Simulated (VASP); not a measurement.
Input of a VASP 6.6.1 run:

INCAR

```
SYSTEM = CuI
PREC = Accurate ; ENCUT = 600
EDIFF = 1E-7 ; ISMEAR = 0
SIGMA = 0.01 ; LREAL = .FALSE.
LASPH = .TRUE. ; NELM = 120
ALGO = Normal ; ISIF = 3
LWAVE = .FALSE. ; LCHARG = .FALSE.
GGA = PS ; IVDW = 12
IBRION = 2 ; NSW = 80
EDIFFG = -0.01 ; GGA_COMPAT = .FALSE.
NELMIN = 4
```

File KPOINTS:

```
regular mesh
0
G
  4 4 4
  0 0 0
```

Contents of POSCAR:

```
CuI
1.0
    3.7331675000     -3.7110865000      0.0000000000
    3.7331675000      3.7110865000      0.0000000000
    0.0000000000      0.0000000000      4.3069980000
Cu I
2 2
Direct
    0.4204390000      0.5795610000      0.7500000000
    0.5795610000      0.4204390000      0.2500000000
    0.7700430000      0.2299570000      0.7500000000
    0.2299570000      0.7700430000      0.2500000000
```

Potentials or basis: VASP PAW PBE potentials, release 64 (Cu, I).

Command:

```bash
$ cat potpaw_PBE.64/Cu/POTCAR potpaw_PBE.64/I/POTCAR > POTCAR
$ mpirun -np 1 vasp_std > vasp.out
```

Question: Predict the space group after relaxing (to 0.1 Å).

Answer: Cmcm (No. 63).

Question: What does it give for the relaxed cell?

Answer: a = 4.534 Å, b = 4.534 Å, c = 4.385 Å, α = 90.00°, β = 90.00°, γ = 95.53°.

The path:
| step | energy change (eV) | largest force (eV/Å) | pressure (GPa) | volume (Å³) |
| --- | --- | --- | --- | --- |
| 1 | 0.0000 | 0.1385 | -2.75 | 119.34 |
| 2 | -0.0446 | 0.7143 | 1.02 | 110.72 |
| 3 | -0.0568 | 0.4224 | -0.31 | 113.32 |
| 4 | -0.0976 | 0.3669 | -0.28 | 110.25 |
| 5 | -0.1909 | 0.2520 | 0.22 | 101.25 |
| 6 | -0.0979 | 0.2893 | 5.00 | 84.15 |
| 7 | -0.2138 | 0.2438 | 0.86 | 96.75 |
| 8 | -0.2546 | 0.0456 | -0.34 | 95.97 |
| 9 | -0.2725 | 0.1345 | -1.42 | 95.08 |
| 10 | -0.3015 | 0.0362 | -0.38 | 92.04 |
| 11 | -0.3043 | 0.1070 | 0.09 | 90.90 |
| 12 | -0.3043 | 0.1139 | 0.15 | 90.79 |
| 13 | -0.3060 | 0.0626 | 0.02 | 90.40 |
| 14 | -0.3065 | 0.0422 | -0.13 | 89.92 |
| 15 | -0.3065 | 0.0456 | -0.09 | 90.00 |
| 16 | -0.3071 | 0.0238 | 0.03 | 89.78 |
| 17 | -0.3071 | 0.0186 | 0.01 | 89.73 |
| 18 | -0.3071 | 0.0082 | 0.04 | 89.63 |
| 19 | -0.3071 | 0.0140 | 0.04 | 89.68 |
| 20 | -0.3071 | 0.0147 | 0.03 | 89.69 |
| 21 | -0.3072 | 0.0085 | -0.01 | 89.75 |

Caveat: the volume moved by over 15 % at a fixed basis, so the end points are rough; the PAW data sets were made with another functional, which shifts forces and pressure a little.
